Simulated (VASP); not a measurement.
A run of VASP 6.6.1 is set up as follows.

INCAR

```
SYSTEM = Ge
ALGO     = Normal         ! electronic algorithm
EDIFF    = 1E-7           ! SCF threshold, eV
ENCUT    = 520            ! plane-wave cutoff, eV
GGA      = PS             ! functional
ISIF     = 2              ! what is computed and relaxed
ISMEAR   = 0              ! smearing method
LASPH    = .TRUE.         ! aspherical terms in the spheres
LCHARG   = .FALSE.        ! write CHGCAR
LREAL    = .FALSE.        ! projectors in reciprocal space
LWAVE    = .FALSE.        ! write WAVECAR
NBANDS   = 13             ! bands
NELM     = 100            ! most SCF steps
PREC     = Accurate       ! precision mode
SIGMA    = 0.1            ! smearing width, eV
```

KPOINTS

```
k-points
0
G
  16 16 16
  0 0 0
```

The input POSCAR:

```
Ge
1.0
    1.3826056149     -2.5195012411      0.0000000000
    1.3826056149      2.5195012411      0.0000000000
    0.0000000000      0.0000000000      2.6427277822
Ge
1
Direct
    0.5000000000      0.5000000000      0.0000000000
```

Potentials or basis: VASP PAW PBE potentials, release 64 (Ge_d).

Run with:

```console
$ cat potpaw_PBE.64/Ge_d/POTCAR > POTCAR
$ mpirun -np 1 vasp_std > vasp.out
```

Q: Estimate the band gap on the k mesh.

A: Zero (band 7 reaches 13.85 eV, above the bottom of band 8 at 3.76 eV).

Q: Estimate the pressure.

A: -0.1 GPa.

Stress tensor (GPa, compression positive):
```
-0.06  0.00  0.00
 0.00 -0.09  0.00
 0.00  0.00 -0.18
```

Caveat: the PAW data sets were made with another functional, which shifts forces and pressure a little.
